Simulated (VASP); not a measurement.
# CsH (Fm-3m) in VASP: notebook

The runs below take CsH through single point, with LDA.

Program: VASP 6.6.1. These are calculated values, not measurements. Logs are shortened: lines on timing, memory, paths and dates and some standing lists are left out, and cuts for length are marked.

## 1. The cell of the first run

It takes space group Fm-3m (No. 225, cubic). Conventional cell: a = 4.629 Å, b = 4.629 Å, c = 4.629 Å, α = 90.00°, β = 90.00°, γ = 90.00°. Within 3.1 Å of Cs (site symmetry m-3m) lie 6 H at 2.31 Å. Within 3.1 Å of H (site symmetry m-3m) lie 6 Cs at 2.31 Å.

## 2. Single point, LDA

Input file INCAR:

```
PREC = Accurate
ENCUT = 500
EDIFF = 1E-6
ISMEAR = 1
SIGMA = 0.02
LREAL = F
LASPH = T
NELM = 120
ALGO = Normal
ISIF = 2
LWAVE = F
LCHARG = F
GGA = CA
NBANDS = 12
GGA_COMPAT = F
```

Input file KPOINTS:

```
regular mesh
0
Gamma
  4 4 4
```

Input file POSCAR:

```
CsH
1.0
    0.0000000000      2.3146561199      2.3146561199
    2.3146561199      0.0000000000      2.3146561199
    2.3146561199      2.3146561199      0.0000000000
Cs H
1 1
Direct
    0.0000000000      0.0000000000      0.0000000000
    0.5000000000      0.5000000000      0.5000000000
```

Potentials or basis: VASP PAW LDA potentials, release 64 (Cs_sv, H).

The run is started by

```
$ cat potpaw_LDA.64/Cs_sv/POTCAR potpaw_LDA.64/H/POTCAR > POTCAR
$ mpirun -np 1 vasp_std > vasp.out
```

OUTCAR:

```text
PREC = Accurate
   ENCUT = 500
   EDIFF = 1E-6
   ISMEAR = 1
   LREAL = F
   LASPH = T
   NELM = 120
   ISIF = 2
   GGA = CA

 ion  position               nearest neighbor table
   1  0.000  0.000  0.000-
   2  0.500  0.500  0.500-

  LATTYP: Found a face centered cubic cell.
 ALAT       =     4.6293122398

  Lattice vectors:

 A1 = (   0.0000000000,   2.3146561199,   2.3146561199)
 A2 = (   2.3146561199,   0.0000000000,   2.3146561199)
 A3 = (   2.3146561199,   2.3146561199,   0.0000000000)

Analysis of symmetry for initial positions (statically):
=====================================================================
 Subroutine PRICEL returns:
 Original cell was already a primitive cell.

 Routine SETGRP: Setting up the symmetry group for a
 face centered cubic supercell.

 Subroutine GETGRP returns: Found 48 space group operations
 (whereof 48 operations were pure point group operations)
 out of a pool of 48 trial point group operations.

The static configuration has the point symmetry O_h .

Analysis of symmetry for dynamics (positions and initial velocities):
=====================================================================
 Subroutine PRICEL returns:
 Original cell was already a primitive cell.

 Routine SETGRP: Setting up the symmetry group for a
 face centered cubic supercell.

 Subroutine GETGRP returns: Found 48 space group operations
 (whereof 48 operations were pure point group operations)
 out of a pool of 48 trial point group operations.

The dynamic configuration has the point symmetry O_h .

 Subroutine INISYM returns: Found 48 space group operations
 (whereof 48 operations are pure point group operations),
 and found     1 'primitive' translations

----------------------------------------------------------------------------------------

                                     Primitive cell

  volume of cell :      24.8022

  direct lattice vectors                    reciprocal lattice vectors
     0.000000000  2.314656120  2.314656120    -0.216014809  0.216014809  0.216014809
     2.314656120  0.000000000  2.314656120     0.216014809 -0.216014809  0.216014809
     2.314656120  2.314656120  0.000000000     0.216014809  0.216014809 -0.216014809

  length of vectors
     3.273418077  3.273418077  3.273418077     0.374148625  0.374148625  0.374148625

  position of ions in fractional coordinates (direct lattice)
     0.000000000  0.000000000  0.000000000
     0.500000000  0.500000000  0.500000000

  ion indices of the primitive-cell ions
   primitive index   ion index
                 1           1
                 2           2

----------------------------------------------------------------------------------------

 KPOINTS: regular mesh

Automatic generation of k-mesh.
 Grid dimensions read from file:
 generate k-points for:    4    4    4

 Generating k-lattice:

  Cartesian coordinates                     Fractional coordinates (reciprocal lattice)
    -0.054003702  0.054003702  0.054003702     0.250000000  0.000000000  0.000000000
     0.054003702 -0.054003702  0.054003702     0.000000000  0.250000000  0.000000000
     0.054003702  0.054003702 -0.054003702     0.000000000  0.000000000  0.250000000

  Length of vectors
     0.093537156  0.093537156  0.093537156

  Shift w.r.t. Gamma in fractional coordinates (k-lattice)
     0.000000000  0.000000000  0.000000000

 Subroutine IBZKPT returns following result:
 ===========================================

 Found      8 irreducible k-points:

 Following reciprocal coordinates:
            Coordinates               Weight
  0.000000  0.000000  0.000000      1.000000
  0.250000  0.000000  0.000000      8.000000
  0.500000  0.000000  0.000000      4.000000
  0.250000  0.250000  0.000000      6.000000
  0.500000  0.250000  0.000000     24.000000
 -0.250000  0.250000  0.000000     12.000000
  0.500000  0.500000  0.000000      3.000000
 -0.250000  0.500000  0.250000      6.000000
   k-points           NKPTS =      8   k-points in BZ     NKDIM =      8   number of bands    NBANDS=     12
   number of dos      NEDOS =    301   number of ions     NIONS =      2
   total plane-waves  NPLWV =  13824
   dimension x,y,z NGX =    24 NGY =   24 NGZ =   24
   dimension x,y,z NGXF=    48 NGYF=   48 NGZF=   48
   ions per type =               1   1
   NGX,Y,Z   is equivalent  to a cutoff of  12.19, 12.19, 12.19 a.u.
   NGXF,Y,Z  is equivalent  to a cutoff of  24.38, 24.38, 24.38 a.u.
 SYSTEM =  unknown system
   PREC   = accura    normal or accurate (medium, high low for compatibility)
   ISTART =      0    job   : 0-new  1-cont  2-samecut
   ICHARG =      2    charge: 1-file 2-atom 10-const
   ISPIN  =      1    spin polarized calculation?
   LNONCOLLINEAR =      F non collinear calculations
   LSORBIT =      F    spin-orbit coupling
   LASPH  =      T    aspherical Exc in radial PAW
   ENCUT  =  500.0 eV  36.75 Ry    6.06 a.u.   5.97  5.97  5.97*2*pi/ulx,y,z
   NELM   =    120;   NELMIN=  2; NELMDL= -5     # of ELM steps
   EDIFF  = 0.1E-05   stopping-criterion for ELM
   LREAL  =      F    real-space projection
   EDIFFG = 0.1E-04   stopping-criterion for IOM
   NSW    =      0    number of steps for IOM
   IBRION =     -1    ionic relax: 0-MD 1-quasi-New 2-CG
   NFREE  =      0    steps in history (QN), initial steepest desc. (CG)
   ISIF   =      2    stress and relaxation
   ISYM   =      2    0-nonsym 1-usesym 2-fastsym
   POTIM  = 0.5000    time-step for ionic-motion
   TEBEG  =    0.0;   TEEND  =   0.0 temperature during run
   PSTRESS=    0.0 pullay stress
   NELECT =      10.0000    total number of electrons
   NUPDOWN=      -1.0000    fix difference up-down
   EMIN   =  10.00;   EMAX   =-10.00  energy-range for DOS
   EFERMI =   0.00;   METHOD = LEGACY
   ISMEAR =     1;   SIGMA  =   0.02  broadening in eV -4-tet -1-fermi 0-gaus
   EFERMI_NEDOS =   21; number of points for ismear=-14 and -15
   IALGO  =     38    algorithm
   IMIX   =      4    mixing-type and parameters
     AMIX     =   0.40;   BMIX     =  1.00
     AMIX_MAG =   1.60;   BMIX_MAG =  1.00
  volume/ion in A,a.u.               =      12.40        83.69
  Fermi-wavevector in a.u.,A,eV,Ry     =   1.209423  2.285479 19.901308  1.462705
  Thomas-Fermi vector in A             =   2.345001
   LORBIT       =      0    0 simple, 1 ext, 2 COOP (PROOUT), +10 PAW based schemes
   GGA     = CA    functional components
   LHFCALC =     F    Hartree Fock is set to
   AEXX    =    0.0000 exact exchange contribution
   IVDW    =     0    specifies the selected vdW correction
   LEPSILON=     F    determine dielectric tensor
   LRPA    =     F    only Hartree local field effects (RPA)
 non-spin polarized calculation
 Methfessel and Paxton  Order N= 1 SIGMA  =   0.02
  energy-cutoff  :      500.00
  volume of cell :       24.80
 maximum number of plane-waves:       637
   NGX = 11   NGY = 11   NGZ = 11

 number of electron      10.0000000 magnetization

 number of electron       9.9999999 magnetization

 Free energy of the ion-electron system (eV)
  ---------------------------------------------------
  ext. energy  EPLUGINS =         0.00000000
  ---------------------------------------------------
  free energy    TOTEN  =        -2.50407125 eV

  energy without entropy =       -2.50381336  energy(sigma->0) =       -2.50398529

 E-fermi :   7.8825     XC(G=0): -11.6485

 val. band max:        6.9444699781   @ k =   0.2500   0.0000   0.0000
 cond. band min:       7.8886907543   @ k =   0.5000   0.0000   0.0000
 fundamental gap:      0.9442207762
 Fermi energy:         7.8824598947

 k-point     1 :       0.0000    0.0000    0.0000
  band No.  band energies     occupation
      1     -17.2887      2.00000
      2       0.6414      2.00000
      3       0.6414      2.00000
      4       0.6414      2.00000
      5       4.9784      2.00000
      6      11.9153      0.00000
      7      11.9153      0.00000
      8      11.9153      0.00000
      9      15.9740      0.00000
     10      16.5975      0.00000
     11      16.5975      0.00000
     12      18.1325      0.00000

 k-point     2 :       0.2500    0.0000    0.0000
  band No.  band energies     occupation
      1     -16.4758      2.00000
      2      -3.6509      2.00000
      3       0.1835      2.00000
      4       0.1835      2.00000
      5       6.9445      2.00000
      6      10.1694      0.00000
      7      12.0964      0.00000
      8      12.0964      0.00000
      9      15.5650      0.00000
     10      15.5650      0.00000
     11      15.9954      0.00000
     12      22.5554      0.00000

 k-point     3 :       0.5000    0.0000    0.0000
  band No.  band energies     occupation
      1     -15.3553      2.00000
      2      -6.7189      2.00000
      3      -0.1968      2.00000
      4      -0.1968      2.00000
      5       7.8887      0.50000
      6       8.1268     -0.00000
      7      10.8607      0.00000
      8      10.8607      0.00000
      9      19.3029      0.00000
     10      20.4258      0.00000
     11      20.4258      0.00000
     12      23.5531      0.00000

 k-point     4 :       0.2500    0.2500    0.0000
  band No.  band energies     occupation
      1     -16.2070      2.00000
      2      -3.0714      2.00000
      3      -0.8674      2.00000
      4      -0.8674      2.00000
      5       4.9372      2.00000
      6       8.4749      0.00000
      7      14.5166      0.00000
      8      15.3269      0.00000
      9      15.3269      0.00000
     10      18.0735      0.00000
     11      19.0620      0.00000
     12      22.6200      0.00000

 k-point     5 :       0.5000    0.2500    0.0000
  band No.  band energies     occupation
      1     -15.0761      2.00000
      2      -5.5051      2.00000
      3      -2.6925      2.00000
      4      -1.2014      2.00000
      5       4.3925      2.00000
      6       9.9107      0.00000
      7      14.2245      0.00000
      8      14.2833      0.00000
      9      17.0167      0.00000
     10      20.8013      0.00000
     11      22.3875      0.00000
     12      24.7873      0.00000

 k-point     6 :      -0.2500    0.2500    0.0000
  band No.  band energies     occupation
      1     -15.4586      2.00000
      2      -5.0284      2.00000
      3      -2.8648      2.00000
      4      -0.2660      2.00000
      5       6.1778      2.00000
      6      11.0394      0.00000
      7      12.1739      0.00000
      8      12.8254      0.00000
      9      15.1200      0.00000
     10      19.5825      0.00000
     11      22.0125      0.00000
     12      22.3179      0.00000

 k-point     7 :       0.5000    0.5000    0.0000
  band No.  band energies     occupation
      1     -14.7220      2.00000
      2      -5.5577      2.00000
      3      -1.9719      2.00000
      4      -1.9719      2.00000
      5       1.6621      2.00000
      6       6.8448      2.00000
      7      20.8057      0.00000
      8      20.9732      0.00000
      9      21.5852      0.00000
     10      21.5852      0.00000
     11      21.7037      0.00000
     12      22.1330      0.00000

 k-point     8 :      -0.2500    0.5000    0.2500
  band No.  band energies     occupation
      1     -14.6631      2.00000
      2      -4.1747      2.00000
      3      -4.1747      2.00000
      4      -3.4071      2.00000
      5       5.0923      2.00000
      6      12.1497      0.00000
      7      12.1497      0.00000
      8      13.3386      0.00000
      9      21.6519      0.00000
     10      22.2417      0.00000
     11      22.9763      0.00000
     12      22.9763      0.00000

------------------------ aborting loop because EDIFF is reached ----------------------------------------

  FORCE on cell =-STRESS in cart. coord.  units (eV):
  Direction    XX          YY          ZZ          XY          YZ          ZX
  --------------------------------------------------------------------------------------
  -------------------------------------------------------------------------------------
  Total        7.5858390      7.5858390      7.5858390      0.0000000     -0.0000000      0.0000000
  in kB      490.0323706    490.0323706    490.0323706      0.0000000     -0.0000000      0.0000000
  external PRESSURE =     490.0323706 kB  Pullay stress =       0.0000000 kB

 VOLUME and BASIS-vectors are now :
 -----------------------------------------------------------------------------
  energy-cutoff  :      500.00
  volume of cell :       24.80
      direct lattice vectors                 reciprocal lattice vectors
     0.000000000  2.314656120  2.314656120    -0.216014809  0.216014809  0.216014809
     2.314656120  0.000000000  2.314656120     0.216014809 -0.216014809  0.216014809
     2.314656120  2.314656120  0.000000000     0.216014809  0.216014809 -0.216014809

 POSITION                                       TOTAL-FORCE (eV/Angst)
 -----------------------------------------------------------------------------------
      0.00000      0.00000      0.00000         0.000000      0.000000     -0.000000
      2.31466      2.31466      2.31466        -0.000000      0.000000      0.000000
 -----------------------------------------------------------------------------------
    total drift:                                0.000000     -0.000000     -0.000000

  FREE ENERGIE OF THE ION-ELECTRON SYSTEM (eV)
  ---------------------------------------------------
  free  energy   TOTEN  =        -2.5040712471 eV

  energy  without entropy=       -2.5038133631  energy(sigma->0) =       -2.50398529
```

Wall time 3.2 s (1 thread of Intel Xeon 6975P-C (Granite Rapids), shared host); peak memory 0.11 GiB.

Results:

| Item | Value |
| --- | --- |
| Free energy | -2.5041 eV |
| Pressure | 49.0 GPa |
| Band gap on the k mesh | zero (bands 5 and 6 overlap by 1.04 eV) |

Caveat: the k points lie up to 0.59 Å⁻¹ apart, too coarse for converged energies and pressures of a metal; spin-orbit coupling is left out, which moves the levels of the heavy elements.

## 3. Single point, LDA

This run uses another cell than the first one, of 17.07 Å³/atom.

Input file INCAR:

```
ALGO = Normal ; EDIFF = 1E-6
ENCUT = 500 ; GGA_COMPAT = False
ISIF = 2 ; ISMEAR = 1
LASPH = True ; LCHARG = False
LREAL = False ; LWAVE = False
NBANDS = 12 ; NELM = 120
PREC = Accurate ; SIGMA = 0.02
```

Input file KPOINTS:

```
k-points
0
Gamma
  4 4 4
```

Input file POSCAR:

```
CsH
1.0
    0.0000000000      2.5746936294      2.5746936294
    2.5746936294      0.0000000000      2.5746936294
    2.5746936294      2.5746936294      0.0000000000
Cs H
1 1
Direct
    0.0000000000      0.0000000000      0.0000000000
    0.5000000000      0.5000000000      0.5000000000
```

Potentials or basis: VASP PAW LDA potentials, release 64 (Cs_sv, H).

The run is started by

```
$ cat potpaw_LDA.64/Cs_sv/POTCAR potpaw_LDA.64/H/POTCAR > POTCAR
$ mpirun -np 1 vasp_std > vasp.out
```

Run time: 5 s. Hardware: 1 thread of Intel Xeon 6975P-C (Granite Rapids), shared host; peak memory 0.13 GiB.

The run converged. Its results:

| Item | Value |
| --- | --- |
| Free energy | -4.1483 eV |
| Pressure | 16.1 GPa |
| Band gap on the k mesh | 0.40 eV (least direct gap 0.49 eV) |

Levels at points of the mesh, in eV from the valence-band top:
```
           k point  band 2  band 3  band 4  band 5  band 6  band 7  band 8  band 9
(0.00, 0.00, 0.00)   -7.91   -7.91   -7.91   -3.20    4.21    4.21    4.21    7.67
(0.50, 0.00, 0.00)  -11.96   -8.35   -8.35    0.00    0.49    3.47    3.47    9.13
(0.50, 0.50, 0.00)  -11.32   -9.26   -9.26   -4.19    0.40    9.03   10.68   11.00
```

Caveat: the k points lie up to 0.53 Å⁻¹ apart; spin-orbit coupling is left out, which moves the levels of the heavy elements. A k mesh can miss the band edges.

## 4. Single point, LDA

This run uses another cell than the first one, of 13.83 Å³/atom.

Input file INCAR:

```
PREC     = Accurate       # precision mode
ENCUT    = 500            # plane-wave cutoff, eV
EDIFF    = 1E-6           # SCF threshold, eV
ISMEAR   = 1              # smearing method
SIGMA    = 0.02           # smearing width, eV
LREAL    = F              # projectors in reciprocal space
LASPH    = T              # aspherical terms in the spheres
NELM     = 120            # most SCF steps
ALGO     = Normal         # electronic algorithm
ISIF     = 2              # what is computed and relaxed
LWAVE    = F              # write WAVECAR
LCHARG   = T              # write CHGCAR
LELF     = T              # ELF
LVHAR    = T            
NBANDS   = 12             # bands
GGA_COMPAT= F
```

Input file KPOINTS:

```
regular mesh
0
Gamma
  4 4 4
```

Input file POSCAR:

```
CsH
1.0
    0.0000000000      2.4000938274      2.4000938274
    2.4000938274      0.0000000000      2.4000938274
    2.4000938274      2.4000938274      0.0000000000
Cs H
1 1
Direct
    0.0000000000      0.0000000000      0.0000000000
    0.5000000000      0.5000000000      0.5000000000
```

The run is started by

```
$ cat potpaw_LDA.64/Cs_sv/POTCAR potpaw_LDA.64/H/POTCAR > POTCAR
$ mpirun -np 1 vasp_std > vasp.out
```

It took 4.9 s on 1 thread of Intel Xeon 6975P-C (Granite Rapids), shared host; peak memory 0.14 GiB.

The run converged. Its results:

```
Free energy            : -3.2180 eV
Pressure               : 32.4 GPa
Band gap on the k mesh : zero (bands 5 and 6 overlap by 0.47 eV)
```

Levels at points of the mesh, in eV from the Fermi level:
```csv
k point,band 1,band 2,band 3,band 4,band 5,band 6,band 7,band 8,band 9,band 10
"(0.00, 0.00, 0.00)",-24.35,-7.48,-7.48,-7.48,-3.11,4.14,4.14,4.14,8.20,8.36
"(0.50, 0.00, 0.00)",-22.89,-13.56,-8.16,-8.16,0.01,0.33,3.19,3.19,10.58,11.80
"(0.50, 0.50, 0.00)",-22.42,-12.58,-9.58,-9.58,-5.50,-0.46,11.57,12.12,12.70,12.70
```

Caveat: the k points lie up to 0.57 Å⁻¹ apart; spin-orbit coupling is left out, which moves the levels of the heavy elements.

## 5. Overview

```csv
cell,gap on the mesh (eV),pressure (GPa)
"a = 3.273 Å, angles 60.0°, 2 atoms",none,49.0
"a = 3.641 Å, angles 60.0°, 2 atoms",0.40,16.1
"a = 3.394 Å, angles 60.0°, 2 atoms",none,32.4
```

Alike in all rows: task single point; level LDA; potentials or basis VASP PAW LDA potentials, release 64 (Cs_sv, H); no spin polarisation; k mesh 4 × 4 × 4; cutoff (eV) 500; smearing methfessel-paxton 0.02 eV.

Caveats: all runs use coarse meshes; spin-orbit coupling is left out, which moves the levels of the heavy elements.

Absolute energies hang on the potentials; compare differences alone.

The gap in the log of VASP goes by the Fermi energy; the results here count the filled bands.